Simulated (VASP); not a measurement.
Here is a VASP 6.6.1 calculation.

The input INCAR:

```
SYSTEM = AlCo3
PREC     = Accurate       ! precision mode
ENCUT    = 520            ! plane-wave cutoff, eV
EDIFF    = 1E-6           ! SCF threshold, eV
ISMEAR   = 0              ! smearing method
SIGMA    = 0.1            ! smearing width, eV
LREAL    = .False.        ! projectors in reciprocal space
LASPH    = .True.         ! aspherical terms in the spheres
NELM     = 150            ! most SCF steps
ALGO     = Normal         ! electronic algorithm
ISIF     = 2              ! what is computed and relaxed
LWAVE    = .False.        ! write WAVECAR
LCHARG   = .False.        ! write CHGCAR
ISPIN    = 2              ! spin polarisation
MAGMOM   = -0.04 1.68 1.68 1.68 ! initial moments
LORBIT   = 11             ! projections on sites
NUPDOWN  = 4.5            ! fixed moment
LMAXMIX  = 4              ! l up to which the mixer works
GGA      = PS             ! functional
NBANDS   = 27             ! bands
```

Contents of KPOINTS:

```
regular mesh
0
Gamma
  12 12 12
  0 0 0
```

POSCAR

```
AlCo3
1.0
    3.5749480000      0.0000000000      0.0000000000
    0.0000000000      3.5749480000      0.0000000000
    0.0000000000      0.0000000000      3.5749480000
Al Co
1 3
Direct
    0.0000000000      0.0000000000      0.0000000000
    0.5000000000      0.5000000000      0.0000000000
    0.5000000000      0.0000000000      0.5000000000
    0.0000000000      0.5000000000      0.5000000000
```

Potentials or basis: VASP PAW PBE potentials, release 64 (Al, Co).

The run is started by

```console
$ cat potpaw_PBE.64/Al/POTCAR potpaw_PBE.64/Co/POTCAR > POTCAR
$ mpirun -np 1 vasp_std > vasp.out
```

Problem. Estimate the pressure.

Solution. -5.2 GPa.

Caveat: the cell stands under tension; the PAW data sets were made with another functional, which shifts forces and pressure a little; the total moment is fixed, so each spin has its own Fermi level.
